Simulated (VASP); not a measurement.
# Cu (Im-3m) in VASP: further runs

Runs on Cu. Level: r2SCAN. Tasks: single point.

Program: VASP 6.6.1. These are calculated values, not measurements. Logs are shortened: lines on timing, memory, paths and dates and some standing lists are left out, and cuts for length are marked.

## 1. The cell of the first run

Symmetry: Im-3m, No. 229, cubic system. The conventional cell has a = 2.751 Å, b = 2.751 Å, c = 2.751 Å, α = 90.00°, β = 90.00°, γ = 90.00°. Within 3.1 Å of Cu (site symmetry m-3m) lie 14 Cu at 2.38 to 2.75 Å.

This isn't the form of Cu at room conditions, which is fcc.

## 2. Single point, r2SCAN

POSCAR

```
Cu
1.0
   -1.3757123271      1.3757123271      1.3757123271
    1.3757123271     -1.3757123271      1.3757123271
    1.3757123271      1.3757123271     -1.3757123271
Cu
1
Direct
    0.0000000000      0.0000000000      0.0000000000
```

INCAR.step1

```
ALGO = Normal
EDIFF = 1E-5
ENCUT = 660
GGA = PE
GGA_COMPAT = False
ISMEAR = -1
LASPH = True
LCHARG = False
LREAL = False
LWAVE = True
NBANDS = 12
NELM = 120
PREC = Accurate
SIGMA = 0.1
```

INCAR.step2

```
ALGO = Normal
EDIFF = 1E-6
ENCUT = 660
GGA_COMPAT = False
ISIF = 2
ISMEAR = -1
ISTART = 1
LASPH = True
LCHARG = True
LELF = True
LMIXTAU = True
LREAL = False
LVHAR = True
LWAVE = False
METAGGA = R2SCAN
NBANDS = 12
NELM = 120
PREC = Accurate
SIGMA = 0.1
```

KPOINTS

```
k-points
0
Gamma
  12 12 12
```

Potentials or basis: VASP PAW PBE potentials, release 64 (Cu).

On the command line:

```bash
> cat potpaw_PBE.64/Cu/POTCAR > POTCAR
> cp INCAR.step1 INCAR
> mpirun -np 1 vasp_std > vasp.out
> cp INCAR.step2 INCAR
> mpirun -np 1 vasp_std > vasp.out
```

OUTCAR:

```text
EDIFF = 1E-6
   ENCUT = 660
   ISIF = 2
   ISMEAR = -1
   ISTART = 1
   LASPH = True
   LREAL = False
   METAGGA = R2SCAN
   NELM = 120
   PREC = Accurate

 ion  position               nearest neighbor table
   1  0.000  0.000  0.000-

  LATTYP: Found a body centered cubic cell.
 ALAT       =     2.7514246542

  Lattice vectors:

 A1 = (  -1.3757123271,   1.3757123271,   1.3757123271)
 A2 = (   1.3757123271,  -1.3757123271,   1.3757123271)
 A3 = (   1.3757123271,   1.3757123271,  -1.3757123271)

Analysis of symmetry for initial positions (statically):
=====================================================================
 Subroutine PRICEL returns:
 Original cell was already a primitive cell.

 Routine SETGRP: Setting up the symmetry group for a
 body centered cubic supercell.

 Subroutine GETGRP returns: Found 48 space group operations
 (whereof 48 operations were pure point group operations)
 out of a pool of 48 trial point group operations.

The static configuration has the point symmetry O_h .

Analysis of symmetry for dynamics (positions and initial velocities):
=====================================================================
 Subroutine PRICEL returns:
 Original cell was already a primitive cell.

 Routine SETGRP: Setting up the symmetry group for a
 body centered cubic supercell.

 Subroutine GETGRP returns: Found 48 space group operations
 (whereof 48 operations were pure point group operations)
 out of a pool of 48 trial point group operations.

The dynamic configuration has the point symmetry O_h .

 Subroutine INISYM returns: Found 48 space group operations
 (whereof 48 operations are pure point group operations),
 and found     1 'primitive' translations

----------------------------------------------------------------------------------------

                                     Primitive cell

  volume of cell :      10.4146

  direct lattice vectors                    reciprocal lattice vectors
    -1.375712327  1.375712327  1.375712327     0.000000000  0.363448077  0.363448077
     1.375712327 -1.375712327  1.375712327     0.363448077  0.000000000  0.363448077
     1.375712327  1.375712327 -1.375712327     0.363448077  0.363448077  0.000000000

  length of vectors
     2.382803647  2.382803647  2.382803647     0.513993200  0.513993200  0.513993200

  position of ions in fractional coordinates (direct lattice)
     0.000000000  0.000000000  0.000000000

  ion indices of the primitive-cell ions
   primitive index   ion index
                 1           1

----------------------------------------------------------------------------------------

 KPOINTS: k-points

Automatic generation of k-mesh.
 Grid dimensions read from file:
 generate k-points for:   12   12   12

 Generating k-lattice:

  Cartesian coordinates                     Fractional coordinates (reciprocal lattice)
     0.000000000  0.030287340  0.030287340     0.083333333  0.000000000  0.000000000
     0.030287340  0.000000000  0.030287340     0.000000000  0.083333333  0.000000000
     0.030287340  0.030287340  0.000000000     0.000000000  0.000000000  0.083333333

  Length of vectors
     0.042832767  0.042832767  0.042832767

  Shift w.r.t. Gamma in fractional coordinates (k-lattice)
     0.000000000  0.000000000  0.000000000

 Subroutine IBZKPT returns following result:
 ===========================================

 Found     72 irreducible k-points:

 Following reciprocal coordinates:
            Coordinates               Weight
  0.000000  0.000000  0.000000      1.000000
  0.083333  0.000000  0.000000     12.000000
  0.166667  0.000000  0.000000     12.000000
  0.250000  0.000000  0.000000     12.000000
  0.333333  0.000000  0.000000     12.000000
  0.416667  0.000000  0.000000     12.000000
[... 16 lines left out ...]
  0.333333  0.083333  0.083333     24.000000
  0.416667  0.083333  0.083333     12.000000
 [... further k-points ...]
   k-points           NKPTS =     72   k-points in BZ     NKDIM =     72   number of bands    NBANDS=     12
   number of dos      NEDOS =    301   number of ions     NIONS =      1
   total plane-waves  NPLWV =   8000
   dimension x,y,z NGX =    20 NGY =   20 NGZ =   20
   dimension x,y,z NGXF=    40 NGYF=   40 NGZF=   40
   ions per type =               1
   NGX,Y,Z   is equivalent  to a cutoff of  13.95, 13.95, 13.95 a.u.
   NGXF,Y,Z  is equivalent  to a cutoff of  27.91, 27.91, 27.91 a.u.
 SYSTEM =  unknown system
   PREC   = accura    normal or accurate (medium, high low for compatibility)
   ISTART =      1    job   : 0-new  1-cont  2-samecut
   ICHARG =      0    charge: 1-file 2-atom 10-const
   ISPIN  =      1    spin polarized calculation?
   LNONCOLLINEAR =      F non collinear calculations
   LSORBIT =      F    spin-orbit coupling
   LASPH  =      T    aspherical Exc in radial PAW
   ENCUT  =  660.0 eV  48.51 Ry    6.96 a.u.   4.99  4.99  4.99*2*pi/ulx,y,z
   NELM   =    120;   NELMIN=  2; NELMDL=  0     # of ELM steps
   EDIFF  = 0.1E-05   stopping-criterion for ELM
   LREAL  =      F    real-space projection
   EDIFFG = 0.1E-04   stopping-criterion for IOM
   NSW    =      0    number of steps for IOM
   IBRION =     -1    ionic relax: 0-MD 1-quasi-New 2-CG
   NFREE  =      0    steps in history (QN), initial steepest desc. (CG)
   ISIF   =      2    stress and relaxation
   ISYM   =      2    0-nonsym 1-usesym 2-fastsym
   POTIM  = 0.5000    time-step for ionic-motion
   TEBEG  =    0.0;   TEEND  =   0.0 temperature during run
   PSTRESS=    0.0 pullay stress
   NELECT =      11.0000    total number of electrons
   NUPDOWN=      -1.0000    fix difference up-down
   EMIN   =  10.00;   EMAX   =-10.00  energy-range for DOS
   EFERMI =   0.00;   METHOD = LEGACY
   ISMEAR =    -1;   SIGMA  =   0.10  broadening in eV -4-tet -1-fermi 0-gaus
   EFERMI_NEDOS =   21; number of points for ismear=-14 and -15
   IALGO  =     38    algorithm
   IMIX   =      4    mixing-type and parameters
     AMIX     =   0.40;   BMIX     =  1.00
     AMIX_MAG =   1.60;   BMIX_MAG =  1.00
  volume/ion in A,a.u.               =      10.41        70.28
  Fermi-wavevector in a.u.,A,eV,Ry     =   1.667214  3.150578 37.818803  2.779604
  Thomas-Fermi vector in A             =   2.753275
   LORBIT       =      0    0 simple, 1 ext, 2 COOP (PROOUT), +10 PAW based schemes
   METAGGA = R2SCAN    functional components
   LHFCALC =     F    Hartree Fock is set to
   AEXX    =    0.0000 exact exchange contribution
   IVDW    =     0    specifies the selected vdW correction
   LEPSILON=     F    determine dielectric tensor
   LRPA    =     F    only Hartree local field effects (RPA)
 non-spin polarized calculation
  energy-cutoff  :      660.00
  volume of cell :       10.41
 maximum number of plane-waves:       420
   NGX =  9   NGY =  9   NGZ =  9

 number of electron      11.0000008 magnetization

 Free energy of the ion-electron system (eV)
  ---------------------------------------------------
  ext. energy  EPLUGINS =         0.00000000
  ---------------------------------------------------
  free energy    TOTEN  =       -10.71976310 eV

  energy without entropy =      -10.70458956  energy(sigma->0) =      -10.71217633

 E-fermi :   9.1046     XC(G=0): -14.6204

 val. band max:        9.0925545532   @ k =   0.5000   0.5000   0.0833
 cond. band min:       9.1094025630   @ k =   0.1667   0.1667   0.1667
 fundamental gap:      0.0168480099
 Fermi energy:         9.1045782523

 k-point     1 :       0.0000    0.0000    0.0000
  band No.  band energies     occupation
      1      -1.6546      2.00000
      2       5.3828      2.00000
      3       5.3828      2.00000
      4       5.3828      2.00000
      5       6.5983      2.00000
      6       6.5983      2.00000
      7      36.3545      0.00000
      8      36.3545      0.00000
      9      36.3545      0.00000
     10      41.2802      0.00000
     11      41.2802      0.00000
     12      42.1144      0.00000

 k-point     2 :       0.0833    0.0000    0.0000
  band No.  band energies     occupation
      1      -1.3510      2.00000
      2       5.3204      2.00000
      3       5.3770      2.00000
      4       5.5072      2.00000
      5       6.5393      2.00000
      6       6.6032      2.00000
      7      33.7658      0.00000
      8      35.6413      0.00000
      9      35.8130      0.00000
     10      38.9389      0.00000
     11      39.4652      0.00000
     12      39.7935      0.00000

 k-point     3 :       0.1667    0.0000    0.0000
  band No.  band energies     occupation
      1      -0.4693      2.00000
      2       5.1523      2.00000
      3       5.3339      2.00000
      4       5.8587      2.00000
      5       6.4347      2.00000
      6       6.6199      2.00000
      7      29.1244      0.00000
      8      33.6235      0.00000
      9      34.8207      0.00000
     10      35.8630      0.00000
     11      38.0041      0.00000
     12      40.2155      0.00000

 k-point     4 :       0.2500    0.0000    0.0000
  band No.  band energies     occupation
      1       0.8662      2.00000
      2       4.9275      2.00000
      3       5.2808      2.00000
      4       6.3683      2.00000
      5       6.4133      2.00000
      6       6.6504      2.00000
      7      24.3626      0.00000
      8      31.4978      0.00000
      9      33.1996      0.00000
     10      33.9465      0.00000
     11      37.1825      0.00000
     12      41.9143      0.00000

 k-point     5 :       0.3333    0.0000    0.0000
  band No.  band energies     occupation
      1       2.2447      2.00000
      2       4.7081      2.00000
      3       5.6059      2.00000
      4       6.4875      2.00000
      5       6.6903      2.00000
      6       6.9186      2.00000
      7      19.9338      0.00000
      8      29.8165      0.00000
      9      31.0931      0.00000
     10      33.3237      0.00000
     11      36.7924      0.00000
     12      44.3878      0.00000
[... 228 lines left out ...]
      1       1.3879      2.00000
      2       4.8465      2.00000
      3       4.9417      2.00000
      4       6.4963      2.00000
      5       6.6223      2.00000
      6       6.8779      2.00000
      7      24.7379      0.00000
      8      27.2735      0.00000
      9      28.8979      0.00000
     10      38.4422      0.00000
     11      42.0143      0.00000
     12      43.0142      0.00000

 k-point    22 :       0.2500    0.0833    0.0833
  band No.  band energies     occupation
      1       2.7155      2.00000
      2       4.6361      2.00000
      3       5.0416      2.00000
      4       6.5332      2.00000
      5       6.6893      2.00000
      6       7.7294      2.00000
      7      20.3534      0.00000
      8      25.9279      0.00000
      9      27.1674      0.00000
     10      37.8900      0.00000
     11      41.3892      0.00000
     12      45.0982      0.00000

 k-point    23 :       0.3333    0.0833    0.0833
  band No.  band energies     occupation
      1       3.3099      2.00000
      2       4.4946      2.00000
      3       5.7227      2.00000
      4       6.5905      2.00000
      5       6.7320      2.00000
      6       8.9760      1.56695
      7      16.5516      0.00000
      8      25.0863      0.00000
      9      26.0895      0.00000
     10      37.3952      0.00000
     11      41.0690      0.00000
     12      46.9411      0.00000

 k-point    24 :       0.4167    0.0833    0.0833
  band No.  band energies     occupation
      1       3.3869      2.00000
      2       4.4449      2.00000
      3       6.1300      2.00000
      4       6.6141      2.00000
      5       6.7469      2.00000
      6      10.0769      0.00012
      7      14.5464      0.00000
      8      24.7993      0.00000
      9      25.7155      0.00000
     10      37.2175      0.00000
     11      40.9787      0.00000
     12      47.0418      0.00000

 [... further k-points ...]

------------------------ aborting loop because EDIFF is reached ----------------------------------------

  FORCE on cell =-STRESS in cart. coord.  units (eV):
  Direction    XX          YY          ZZ          XY          YZ          ZX
  --------------------------------------------------------------------------------------
  -------------------------------------------------------------------------------------
  Total        1.3343582      1.3343582      1.3343582      0.0000000     -0.0000000      0.0000000
  in kB      205.2769263    205.2769263    205.2769263      0.0000000     -0.0000000      0.0000000
  external PRESSURE =     205.2769263 kB  Pullay stress =       0.0000000 kB

 VOLUME and BASIS-vectors are now :
 -----------------------------------------------------------------------------
  energy-cutoff  :      660.00
  volume of cell :       10.41
      direct lattice vectors                 reciprocal lattice vectors
    -1.375712327  1.375712327  1.375712327     0.000000000  0.363448077  0.363448077
     1.375712327 -1.375712327  1.375712327     0.363448077  0.000000000  0.363448077
     1.375712327  1.375712327 -1.375712327     0.363448077  0.363448077  0.000000000

 POSITION                                       TOTAL-FORCE (eV/Angst)
 -----------------------------------------------------------------------------------
      0.00000      0.00000      0.00000        -0.000000     -0.000000     -0.000000
 -----------------------------------------------------------------------------------
    total drift:                                0.000000     -0.000000      0.000000

  FREE ENERGIE OF THE ION-ELECTRON SYSTEM (eV)
  ---------------------------------------------------
  free  energy   TOTEN  =       -10.7197631010 eV

  energy  without entropy=      -10.7045895625  energy(sigma->0) =      -10.71217633
```

Wall time 19 s (1 thread of Intel Xeon 6975P-C (Granite Rapids), shared host); peak memory 0.13 GiB.

What came out:

```yaml
Free_energy: -10.7198 eV
Pressure: 20.5 GPa
Band_gap_on_the_k_mesh: zero (an odd number of electrons rules out a gap without spin polarisation)
```

Caveat: the cell stands under pressure; the PAW data sets were made with another functional, which shifts forces and pressure a little.

## 3. Single point, r2SCAN

This run uses another cell than the first one, of 10.87 Å³/atom.

POSCAR

```
Cu
1.0
   -1.3956485687      1.3956485687      1.3956485687
    1.3956485687     -1.3956485687      1.3956485687
    1.3956485687      1.3956485687     -1.3956485687
Cu
1
Direct
    0.0000000000      0.0000000000      0.0000000000
```

INCAR.step1

```
SYSTEM = Cu
PREC     = Accurate       ! precision mode
ENCUT    = 660            ! plane-wave cutoff, eV
ISMEAR   = -1             ! smearing method
SIGMA    = 0.1            ! smearing width, eV
LREAL    = .FALSE.        ! projectors in reciprocal space
LASPH    = .TRUE.         ! aspherical terms in the spheres
NELM     = 120            ! most SCF steps
NBANDS   = 12             ! bands
GGA      = PE             ! functional
ALGO     = Normal         ! electronic algorithm
EDIFF    = 1E-5           ! SCF threshold, eV
LWAVE    = .TRUE.         ! write WAVECAR
LCHARG   = .FALSE.        ! write CHGCAR
GGA_COMPAT= .FALSE.
```

INCAR.step2

```
SYSTEM = Cu
PREC     = Accurate       ! precision mode
ENCUT    = 660            ! plane-wave cutoff, eV
EDIFF    = 1E-6           ! SCF threshold, eV
ISMEAR   = -1             ! smearing method
SIGMA    = 0.1            ! smearing width, eV
LREAL    = .FALSE.        ! projectors in reciprocal space
LASPH    = .TRUE.         ! aspherical terms in the spheres
NELM     = 120            ! most SCF steps
ALGO     = Normal         ! electronic algorithm
ISIF     = 2              ! what is computed and relaxed
LWAVE    = .FALSE.        ! write WAVECAR
LCHARG   = .TRUE.         ! write CHGCAR
METAGGA  = R2SCAN         ! meta-GGA
LMIXTAU  = .TRUE.       
LELF     = .TRUE.         ! ELF
LVHAR    = .TRUE.       
NBANDS   = 12             ! bands
ISTART   = 1            
GGA_COMPAT= .FALSE.
```

KPOINTS

```
Automatic mesh
0
G
  12 12 12
  0 0 0
```

Potentials or basis: VASP PAW PBE potentials, release 64 (Cu).

On the command line:

```bash
> cat potpaw_PBE.64/Cu/POTCAR > POTCAR
> cp INCAR.step1 INCAR
> mpirun -np 1 vasp_std > vasp.out
> cp INCAR.step2 INCAR
> mpirun -np 1 vasp_std > vasp.out
```

OUTCAR:

```text
SYSTEM = Cu
   PREC = Accurate
   ENCUT = 660
   EDIFF = 1E-6
   ISMEAR = -1
   LREAL = .FALSE.
   LASPH = .TRUE.
   NELM = 120
   ISIF = 2
   METAGGA = R2SCAN
   ISTART = 1

 ion  position               nearest neighbor table
   1  0.000  0.000  0.000-

  LATTYP: Found a body centered cubic cell.
 ALAT       =     2.7912971374

  Lattice vectors:

 A1 = (  -1.3956485687,   1.3956485687,   1.3956485687)
 A2 = (   1.3956485687,  -1.3956485687,   1.3956485687)
[... 537 lines left out ...]
     11      39.4745      0.00000
     12      45.6751      0.00000

 [... further k-points ...]

------------------------ aborting loop because EDIFF is reached ----------------------------------------

  FORCE on cell =-STRESS in cart. coord.  units (eV):
  Direction    XX          YY          ZZ          XY          YZ          ZX
  --------------------------------------------------------------------------------------
  -------------------------------------------------------------------------------------
  Total        0.7202120      0.7202120      0.7202120     -0.0000000      0.0000000     -0.0000000
  in kB      106.1164546    106.1164546    106.1164546     -0.0000000      0.0000000     -0.0000000
  external PRESSURE =     106.1164546 kB  Pullay stress =       0.0000000 kB

 VOLUME and BASIS-vectors are now :
 -----------------------------------------------------------------------------
  energy-cutoff  :      660.00
  volume of cell :       10.87
      direct lattice vectors                 reciprocal lattice vectors
    -1.395648569  1.395648569  1.395648569     0.000000000  0.358256377  0.358256377
     1.395648569 -1.395648569  1.395648569     0.358256377  0.000000000  0.358256377
     1.395648569  1.395648569 -1.395648569     0.358256377  0.358256377  0.000000000

 POSITION                                       TOTAL-FORCE (eV/Angst)
 -----------------------------------------------------------------------------------
      0.00000      0.00000      0.00000        -0.000000     -0.000000      0.000000
 -----------------------------------------------------------------------------------
    total drift:                                0.000000     -0.000000      0.000000

  FREE ENERGIE OF THE ION-ELECTRON SYSTEM (eV)
  ---------------------------------------------------
  free  energy   TOTEN  =       -10.7647517832 eV

  energy  without entropy=      -10.7490349531  energy(sigma->0) =      -10.75689337
```

Run time: 19 s. Hardware: 1 thread of Intel Xeon 6975P-C (Granite Rapids), shared host; peak memory 0.13 GiB.

Results:

```
Free energy            : -10.7648 eV
Pressure               : 10.6 GPa
Band gap on the k mesh : zero (an odd number of electrons rules out a gap without spin polarisation)
```

Caveat: the cell stands under pressure; the PAW data sets were made with another functional, which shifts forces and pressure a little.
